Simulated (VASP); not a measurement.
# Li2Se (Fm-3m) in VASP: a series of runs

The runs below take Li2Se through relaxation of cell and atoms, single point, with LDA, r2SCAN, HSE06.

All numbers are computed with VASP 6.6.1; they aren't measurements. Logs are shortened: lines on timing, memory, paths and dates and some standing lists are left out, and cuts for length are marked.

### 1 The cell of the first run

The structure is cubic, space group Fm-3m (No. 225). Conventional cell: a = 6.006 Å, b = 6.006 Å, c = 6.006 Å, α = 90.00°, β = 90.00°, γ = 90.00°. Li (site symmetry -43m) has 4 Se at 2.60 Å and 6 Li at 3.00 Å within 3.4 Å. Within 3.4 Å of Se (site symmetry m-3m) lie 8 Li at 2.60 Å.

### 2 Relaxation of cell and atoms, LDA

File INCAR:

```
SYSTEM = Li2Se
ALGO = Normal ; EDIFF = 1E-7
EDIFFG = -0.005 ; ENCUT = 750
GGA_COMPAT = .FALSE. ; IBRION = 2
ISIF = 3 ; ISMEAR = -1
LASPH = .TRUE. ; LCHARG = .FALSE.
LREAL = .FALSE. ; LWAVE = .FALSE.
NELM = 120 ; NELMIN = 4
NSW = 80 ; PREC = Accurate
SIGMA = 0.02
```

File KPOINTS:

```
k-points
0
G
  6 6 6
  0 0 0
```

File POSCAR:

```
Li2Se
1.0
    0.0000000000      3.0031291506      3.0031291506
    3.0031291506      0.0000000000      3.0031291506
    3.0031291506      3.0031291506      0.0000000000
Li Se
2 1
Direct
    0.7500000000      0.7500000000      0.7500000000
    0.2500000000      0.2500000000      0.2500000000
    0.0000000000      0.0000000000      0.0000000000
```

Potentials or basis: VASP PAW LDA potentials, release 64 (Li_sv, Se).

Started as:

```
> cat potpaw_LDA.64/Li_sv/POTCAR potpaw_LDA.64/Se/POTCAR > POTCAR
> mpirun -np 1 vasp_std > vasp.out
```

OUTCAR:

```text
SYSTEM = Li2Se
   EDIFF = 1E-7
   EDIFFG = -0.005
   ENCUT = 750
   IBRION = 2
   ISIF = 3
   ISMEAR = -1
   LASPH = .TRUE.
   LREAL = .FALSE.
   NELM = 120
   NELMIN = 4
   NSW = 80
   PREC = Accurate

 ion  position               nearest neighbor table
   1  0.750  0.750  0.750-   3 2.60   3 2.60   3 2.60   3 2.60
   2  0.250  0.250  0.250-   3 2.60   3 2.60   3 2.60   3 2.60
   3  0.000  0.000  0.000-   1 2.60   2 2.60   1 2.60   1 2.60   1 2.60   2 2.60   2 2.60   2 2.60

  LATTYP: Found a face centered cubic cell.
 ALAT       =     6.0062583012

  Lattice vectors:

 A1 = (   0.0000000000,   3.0031291506,   3.0031291506)
 A2 = (   3.0031291506,   0.0000000000,   3.0031291506)
 A3 = (   3.0031291506,   3.0031291506,   0.0000000000)

Analysis of symmetry for initial positions (statically):
=====================================================================
 Subroutine PRICEL returns:
 Original cell was already a primitive cell.

 Routine SETGRP: Setting up the symmetry group for a
 face centered cubic supercell.

 Subroutine GETGRP returns: Found 48 space group operations
 (whereof 48 operations were pure point group operations)
 out of a pool of 48 trial point group operations.

The static configuration has the point symmetry O_h .

Analysis of symmetry for dynamics (positions and initial velocities):
=====================================================================
 Subroutine PRICEL returns:
 Original cell was already a primitive cell.

 Routine SETGRP: Setting up the symmetry group for a
 face centered cubic supercell.

 Subroutine GETGRP returns: Found 48 space group operations
 (whereof 48 operations were pure point group operations)
 out of a pool of 48 trial point group operations.

The dynamic configuration has the point symmetry O_h .

 Subroutine INISYM returns: Found 48 space group operations
 (whereof 48 operations are pure point group operations),
 and found     1 'primitive' translations

----------------------------------------------------------------------------------------

                                     Primitive cell

  volume of cell :      54.1692

  direct lattice vectors                    reciprocal lattice vectors
     0.000000000  3.003129151  3.003129151    -0.166493006  0.166493006  0.166493006
     3.003129151  0.000000000  3.003129151     0.166493006 -0.166493006  0.166493006
     3.003129151  3.003129151  0.000000000     0.166493006  0.166493006 -0.166493006

  length of vectors
     4.247065974  4.247065974  4.247065974     0.288374346  0.288374346  0.288374346

  position of ions in fractional coordinates (direct lattice)
     0.750000000  0.750000000  0.750000000
     0.250000000  0.250000000  0.250000000
     0.000000000  0.000000000  0.000000000

  ion indices of the primitive-cell ions
   primitive index   ion index
                 1           1
                 2           2
                 3           3

----------------------------------------------------------------------------------------

 KPOINTS: k-points

Automatic generation of k-mesh.
 Grid dimensions read from file:
 generate k-points for:    6    6    6

 Generating k-lattice:

  Cartesian coordinates                     Fractional coordinates (reciprocal lattice)
    -0.027748834  0.027748834  0.027748834     0.166666667  0.000000000  0.000000000
     0.027748834 -0.027748834  0.027748834     0.000000000  0.166666667  0.000000000
     0.027748834  0.027748834 -0.027748834     0.000000000  0.000000000  0.166666667

  Length of vectors
     0.048062391  0.048062391  0.048062391

  Shift w.r.t. Gamma in fractional coordinates (k-lattice)
     0.000000000  0.000000000  0.000000000

 Subroutine IBZKPT returns following result:
 ===========================================

 Found     16 irreducible k-points:

 Following reciprocal coordinates:
            Coordinates               Weight
  0.000000  0.000000  0.000000      1.000000
  0.166667  0.000000  0.000000      8.000000
  0.333333  0.000000  0.000000      8.000000
  0.500000  0.000000  0.000000      4.000000
  0.166667  0.166667  0.000000      6.000000
  0.333333  0.166667  0.000000     24.000000
[... 8 lines left out ...]
 -0.333333  0.333333  0.166667     24.000000
 -0.333333  0.500000  0.166667     12.000000
   k-points           NKPTS =     16   k-points in BZ     NKDIM =     16   number of bands    NBANDS=     10
   number of dos      NEDOS =    301   number of ions     NIONS =      3
   total plane-waves  NPLWV =  64000
   dimension x,y,z NGX =    40 NGY =   40 NGZ =   40
   dimension x,y,z NGXF=    80 NGYF=   80 NGZF=   80
   ions per type =               2   1
   NGX,Y,Z   is equivalent  to a cutoff of  15.66, 15.66, 15.66 a.u.
   NGXF,Y,Z  is equivalent  to a cutoff of  31.31, 31.31, 31.31 a.u.
 SYSTEM =  Li2Se
   PREC   = accura    normal or accurate (medium, high low for compatibility)
   ISTART =      0    job   : 0-new  1-cont  2-samecut
   ICHARG =      2    charge: 1-file 2-atom 10-const
   ISPIN  =      1    spin polarized calculation?
   LNONCOLLINEAR =      F non collinear calculations
   LSORBIT =      F    spin-orbit coupling
   LASPH  =      T    aspherical Exc in radial PAW
   ENCUT  =  750.0 eV  55.12 Ry    7.42 a.u.   9.48  9.48  9.48*2*pi/ulx,y,z
   NELM   =    120;   NELMIN=  4; NELMDL= -5     # of ELM steps
   EDIFF  = 0.1E-06   stopping-criterion for ELM
   LREAL  =      F    real-space projection
   EDIFFG = -.5E-02   stopping-criterion for IOM
   NSW    =     80    number of steps for IOM
   IBRION =      2    ionic relax: 0-MD 1-quasi-New 2-CG
   NFREE  =      1    steps in history (QN), initial steepest desc. (CG)
   ISIF   =      3    stress and relaxation
   ISYM   =      2    0-nonsym 1-usesym 2-fastsym
   POTIM  = 0.5000    time-step for ionic-motion
   TEBEG  =    0.0;   TEEND  =   0.0 temperature during run
   PSTRESS=    0.0 pullay stress
   NELECT =      12.0000    total number of electrons
   NUPDOWN=      -1.0000    fix difference up-down
   EMIN   =  10.00;   EMAX   =-10.00  energy-range for DOS
   EFERMI =   0.00;   METHOD = LEGACY
   ISMEAR =    -1;   SIGMA  =   0.02  broadening in eV -4-tet -1-fermi 0-gaus
   EFERMI_NEDOS =   21; number of points for ismear=-14 and -15
   IALGO  =     38    algorithm
   IMIX   =      4    mixing-type and parameters
     AMIX     =   0.40;   BMIX     =  1.00
     AMIX_MAG =   1.60;   BMIX_MAG =  1.00
  volume/ion in A,a.u.               =      18.06       121.85
  Fermi-wavevector in a.u.,A,eV,Ry     =   0.990569  1.871903 13.350393  0.981226
  Thomas-Fermi vector in A             =   2.122248
   LORBIT       =      0    0 simple, 1 ext, 2 COOP (PROOUT), +10 PAW based schemes
   GGA     = CA    functional components
   LHFCALC =     F    Hartree Fock is set to
   AEXX    =    0.0000 exact exchange contribution
   IVDW    =     0    specifies the selected vdW correction
   LEPSILON=     F    determine dielectric tensor
   LRPA    =     F    only Hartree local field effects (RPA)
 conjugate gradient relaxation of ions
 non-spin polarized calculation
  energy-cutoff  :      750.00
  volume of cell :       54.17
 maximum number of plane-waves:      2565
 NGX is ok and might be reduce to    40
   NGX = 19   NGY = 19   NGZ = 19

--------------------------------------- Ionic step        1  -------------------------------------------

 number of electron      12.0000003 magnetization

 Free energy of the ion-electron system (eV)
  ---------------------------------------------------
  ext. energy  EPLUGINS =         0.00000000
  ---------------------------------------------------
  free energy    TOTEN  =       -12.14394568 eV

  energy without entropy =      -12.14394568  energy(sigma->0) =      -12.14394568

 E-fermi :   1.5377     XC(G=0):  -8.5352

 val. band max:        0.9699867176   @ k =   0.0000   0.0000   0.0000
 cond. band min:       3.7780326099   @ k =   0.5000   0.5000   0.0000
 fundamental gap:      2.8080458923
 Fermi energy:         1.5377029838

 k-point     1 :       0.0000    0.0000    0.0000
  band No.  band energies     occupation
      1     -42.7518      2.00000
      2     -42.7250      2.00000
      3     -10.4478      2.00000
      4       0.9700      2.00000
      5       0.9700      2.00000
      6       0.9700      2.00000
      7       4.1731      0.00000
      8       6.4399      0.00000
      9       6.4399      0.00000
     10       6.4399      0.00000

 k-point     2 :       0.1667    0.0000    0.0000
  band No.  band energies     occupation
      1     -42.7499      2.00000
      2     -42.7266      2.00000
      3     -10.3656      2.00000
      4      -0.0735      2.00000
      5       0.8127      2.00000
      6       0.8127      2.00000
      7       4.9102      0.00000
      8       6.8032      0.00000
      9       6.8032      0.00000
     10       7.0831      0.00000

 k-point     3 :       0.3333    0.0000    0.0000
  band No.  band energies     occupation
      1     -42.7448      2.00000
      2     -42.7313      2.00000
      3     -10.1873      2.00000
      4      -1.4276      2.00000
      5       0.5477      2.00000
      6       0.5477      2.00000
      7       5.6468      0.00000
      8       6.9534      0.00000
      9       6.9534      0.00000
     10       8.2609      0.00000
[... 254 lines left out ...]
 VOLUME and BASIS-vectors are now :
 -----------------------------------------------------------------------------
  energy-cutoff  :      750.00
  volume of cell :       50.14
      direct lattice vectors                 reciprocal lattice vectors
     0.000000000  2.926731153  2.926731153    -0.170839060  0.170839060  0.170839060
     2.926731153 -0.000000000  2.926731153     0.170839060 -0.170839060  0.170839060
     2.926731153  2.926731153  0.000000000     0.170839060  0.170839060 -0.170839060

 POSITION                                       TOTAL-FORCE (eV/Angst)
 -----------------------------------------------------------------------------------
      4.39010      4.39010      4.39010         0.000000      0.000000      0.000000
      1.46337      1.46337      1.46337        -0.000000     -0.000000     -0.000000
      0.00000      0.00000      0.00000        -0.000000      0.000000     -0.000000
 -----------------------------------------------------------------------------------
    total drift:                                0.000000     -0.000000      0.000000

  FREE ENERGIE OF THE ION-ELECTRON SYSTEM (eV)
  ---------------------------------------------------
  free  energy   TOTEN  =       -12.1801129787 eV

  energy  without entropy=      -12.1801129787  energy(sigma->0) =      -12.18011298

--------------------------------------- Ionic step        4  -------------------------------------------

 number of electron      11.9999998 magnetization

 Free energy of the ion-electron system (eV)
  ---------------------------------------------------
  ext. energy  EPLUGINS =         0.00000000
  ---------------------------------------------------
  free energy    TOTEN  =       -12.18012990 eV

  energy without entropy =      -12.18012990  energy(sigma->0) =      -12.18012990

 E-fermi :   1.8849     XC(G=0):  -8.8313

 val. band max:        1.4532307486   @ k =   0.0000   0.0000   0.0000
 cond. band min:       4.1907954824   @ k =   0.5000   0.5000   0.0000
 fundamental gap:      2.7375647338
 Fermi energy:         1.8849248945

 k-point     1 :       0.0000    0.0000    0.0000
  band No.  band energies     occupation
      1     -42.1566      2.00000
      2     -42.1194      2.00000
      3     -10.1822      2.00000
      4       1.4532      2.00000
      5       1.4532      2.00000
      6       1.4532      2.00000
      7       4.9993      0.00000
      8       6.9511      0.00000
      9       6.9511      0.00000
     10       6.9511      0.00000

 k-point     2 :       0.1667    0.0000    0.0000
  band No.  band energies     occupation
      1     -42.1539      2.00000
      2     -42.1217      2.00000
      3     -10.0870      2.00000
      4       0.3158      2.00000
      5       1.2744      2.00000
      6       1.2744      2.00000
      7       5.7235      0.00000
      8       7.3454      0.00000
      9       7.3454      0.00000
     10       7.7305      0.00000

 k-point     3 :       0.3333    0.0000    0.0000
  band No.  band energies     occupation
      1     -42.1467      2.00000
      2     -42.1281      2.00000
      3      -9.8781      2.00000
      4      -1.1677      2.00000
      5       0.9775      2.00000
      6       0.9775      2.00000
      7       6.4417      0.00000
      8       7.4885      0.00000
      9       7.4885      0.00000
     10       9.0679      0.00000
[... 180 lines left out ...]
 VOLUME and BASIS-vectors are now :
 -----------------------------------------------------------------------------
  energy-cutoff  :      750.00
  volume of cell :       50.05
      direct lattice vectors                 reciprocal lattice vectors
     0.000000000  2.924896215  2.924896215    -0.170946236  0.170946236  0.170946236
     2.924896215 -0.000000000  2.924896215     0.170946236 -0.170946236  0.170946236
     2.924896215  2.924896215  0.000000000     0.170946236  0.170946236 -0.170946236

 POSITION                                       TOTAL-FORCE (eV/Angst)
 -----------------------------------------------------------------------------------
      4.38734      4.38734      4.38734         0.000000      0.000000      0.000000
      1.46245      1.46245      1.46245        -0.000000     -0.000000     -0.000000
      2.92490      2.92490      0.00000        -0.000000     -0.000000     -0.000000
 -----------------------------------------------------------------------------------
    total drift:                                0.000000     -0.000000      0.000000

  FREE ENERGIE OF THE ION-ELECTRON SYSTEM (eV)
  ---------------------------------------------------
  free  energy   TOTEN  =       -12.1801299019 eV

  energy  without entropy=      -12.1801299019  energy(sigma->0) =      -12.18012990

 reached required accuracy - stopping structural energy minimisation
```

Wall time 85 s (1 thread of Intel Xeon 8259CL, shared host); peak memory 0.2 GiB.

Results:

- Free energy: -12.1801 eV
- Relaxed volume: 16.68 Å³/atom
- Relaxed cell: a = 4.136 Å, b = 4.136 Å, c = 4.136 Å, α = 60.00°, β = 60.00°, γ = 60.00°
- Space group after relaxing (to 0.1 Å): Fm-3m (No. 225)
- Energy gained by relaxing: 12.1 meV/atom
- Ionic steps: 4
- Pressure after relaxing: 0.0 GPa
- Band gap on the k mesh: 2.74 eV (least direct gap 3.55 eV)

Step by step:
| step | energy change (eV) | largest force (eV/Å) | pressure (GPa) | volume (Å³) |
| --- | --- | --- | --- | --- |
| 1 | 0.0000 | 0.0000 | -2.64 | 54.17 |
| 2 | -0.0286 | 0.0000 | -1.30 | 51.87 |
| 3 | -0.0362 | 0.0000 | -0.07 | 50.14 |
| 4 | -0.0362 | 0.0000 | 0.01 | 50.05 |

Final structure:
```yaml
crystal:
  lattice:
    - [0.00000, 2.92490, 2.92490]
    - [2.92490, 0.00000, 2.92490]
    - [2.92490, 2.92490, 0.00000]
  atoms:
    - { symbol: Li, position: [0.75000, 0.75000, 0.75000] }
    - { symbol: Li, position: [0.25000, 0.25000, 0.25000] }
    - { symbol: Se, position: [0.00000, 0.00000, 0.00000] }
```

A k mesh can miss the band edges.

### 3 Single point, r2SCAN

This run uses another cell than the first one, of 17.88 Å³/atom.

File POSCAR:

```
Li2Se
1.0
    0.0000000000      2.9935010607      2.9935010607
    2.9935010607      0.0000000000      2.9935010607
    2.9935010607      2.9935010607      0.0000000000
Li Se
2 1
Direct
    0.7500000000      0.7500000000      0.7500000000
    0.2500000000      0.2500000000      0.2500000000
    0.0000000000      0.0000000000      0.0000000000
```

File INCAR.step1:

```
PREC = Accurate
ENCUT = 830
ISMEAR = 0
SIGMA = 0.01
LREAL = F
LASPH = T
NELM = 120
NBANDS = 13
GGA = PE
ALGO = Normal
EDIFF = 1E-5
LWAVE = T
LCHARG = F
GGA_COMPAT = F
```

File INCAR.step2:

```
PREC = Accurate
ENCUT = 830
EDIFF = 1E-6
ISMEAR = 0
SIGMA = 0.01
LREAL = F
LASPH = T
NELM = 120
ALGO = Normal
ISIF = 2
LWAVE = F
LCHARG = F
METAGGA = R2SCAN
LMIXTAU = T
NBANDS = 13
ISTART = 1
GGA_COMPAT = F
```

File KPOINTS:

```
Automatic mesh
0
Gamma
  8 8 8
```

Potentials or basis: VASP PAW PBE potentials, release 64 (Li_sv, Se).

Started as:

```
> cat potpaw_PBE.64/Li_sv/POTCAR potpaw_PBE.64/Se/POTCAR > POTCAR
> cp INCAR.step1 INCAR
> mpirun -np 1 vasp_std > vasp.out
> cp INCAR.step2 INCAR
> mpirun -np 1 vasp_std > vasp.out
```

Run time: 4.6 min. Hardware: 1 thread of Intel Xeon 8259CL, shared host; peak memory 0.27 GiB.

Results (log left out):

| Property | Result |
| --- | --- |
| Free energy | -23.4393 eV |
| Pressure | -0.2 GPa |
| Band gap on the k mesh | 3.46 eV (least direct gap 4.18 eV) |

Levels at points of the mesh, in eV from the valence-band top:
| k point | band 2 | band 3 | band 4 | band 5 | band 6 | band 7 | band 8 | band 9 | band 10 | band 11 |
| --- | --- | --- | --- | --- | --- | --- | --- | --- | --- | --- |
| (0.00, 0.00, 0.00) | -46.12 | -11.79 | 0.00 | 0.00 | 0.00 | 4.18 | 6.31 | 6.31 | 6.31 | 11.21 |
| (0.50, 0.00, 0.00) | -46.13 | -11.41 | -2.92 | -0.53 | -0.53 | 5.98 | 6.60 | 6.60 | 8.64 | 12.66 |
| (0.50, 0.50, 0.00) | -46.13 | -11.29 | -2.27 | -1.45 | -1.45 | 3.46 | 7.00 | 11.37 | 11.37 | 12.66 |

Caveat: the PAW data sets were made with another functional, which shifts forces and pressure a little. A k mesh can miss the band edges.

### 4 Relaxation of cell and atoms, r2SCAN

File POSCAR:

```
Li2Se
1.0
    0.0000000000      3.0031291506      3.0031291506
    3.0031291506      0.0000000000      3.0031291506
    3.0031291506      3.0031291506      0.0000000000
Li Se
2 1
Direct
    0.7500000000      0.7500000000      0.7500000000
    0.2500000000      0.2500000000      0.2500000000
    0.0000000000      0.0000000000      0.0000000000
```

File INCAR.step1:

```
SYSTEM = Li2Se
ALGO = Normal
EDIFF = 1E-5
EDIFFG = -0.005
ENCUT = 830
GGA = PE
GGA_COMPAT = .False.
IBRION = 2
ISIF = 3
ISMEAR = -1
LASPH = .True.
LCHARG = .False.
LREAL = .False.
LWAVE = .True.
NELM = 120
NELMIN = 4
NSW = 100
PREC = Accurate
SIGMA = 0.02
```

File INCAR.step2:

```
SYSTEM = Li2Se
ALGO = Normal
EDIFF = 1E-7
EDIFFG = -0.005
ENCUT = 830
GGA_COMPAT = .False.
IBRION = 2
ISIF = 3
ISMEAR = -1
ISTART = 1
LASPH = .True.
LCHARG = .False.
LMIXTAU = .True.
LREAL = .False.
LWAVE = .False.
METAGGA = R2SCAN
NELM = 120
NELMIN = 4
NSW = 80
PREC = Accurate
SIGMA = 0.02
```

File KPOINTS:

```
k-points
0
Gamma
  6 6 6
  0 0 0
```

Started as:

```
> cat potpaw_PBE.64/Li_sv/POTCAR potpaw_PBE.64/Se/POTCAR > POTCAR
> cp INCAR.step1 INCAR
> mpirun -np 1 vasp_std > vasp.out
> cp INCAR.step2 INCAR
> mpirun -np 1 vasp_std > vasp.out
```

It took 3.9 min on 1 thread of Intel Xeon 6975P-C (Granite Rapids), shared host; peak memory 0.27 GiB.

Results (log left out):

```
Free energy                           : -23.4392 eV
Relaxed volume                        : 17.81 Å³/atom
Relaxed cell                          : a = 4.228 Å, b = 4.228 Å, c = 4.228 Å, α = 60.00°, β = 60.00°, γ = 60.00°
Space group after relaxing (to 0.1 Å) : Fm-3m (No. 225)
Energy gained by relaxing             : 0.4 meV/atom
Ionic steps                           : 5
Pressure after relaxing               : 0.0 GPa
Band gap on the k mesh                : 3.45 eV (least direct gap 4.19 eV)
```

The path:
| step | energy change (eV) | largest force (eV/Å) | pressure (GPa) | volume (Å³) |
| --- | --- | --- | --- | --- |
| 1 | 0.0000 | 0.0000 | -0.51 | 54.17 |
| 2 | -0.0010 | 0.0000 | -0.20 | 53.72 |
| 3 | -0.0012 | 0.0000 | -0.07 | 53.54 |
| 4 | -0.0011 | 0.0000 | 0.19 | 53.17 |
| 5 | -0.0013 | 0.0000 | 0.00 | 53.44 |

Final structure:
```
Li Se
1.0
     0.00000    2.98955    2.98955
     2.98955    0.00000    2.98955
     2.98955    2.98955    0.00000
Li Se
2 1
Direct
  0.75000 0.75000 0.75000
  0.25000 0.25000 0.25000
  0.00000 0.00000 0.00000
```

Levels at points of the mesh, in eV from the valence-band top:
| k point | band 4 | band 5 | band 6 | band 7 | band 8 | band 9 |
| --- | --- | --- | --- | --- | --- | --- |
| (0.00, 0.00, 0.00) | 0.00 | 0.00 | 0.00 | 4.19 | 6.31 | 6.31 |
| (0.50, 0.00, 0.00) | -2.93 | -0.53 | -0.53 | 6.00 | 6.60 | 6.60 |
| (0.50, 0.50, 0.00) | -2.28 | -1.46 | -1.46 | 3.45 | 7.01 | 11.40 |

Caveat: the PAW data sets were made with another functional, which shifts forces and pressure a little. A k mesh can miss the band edges.

[end of part 1 of 2]
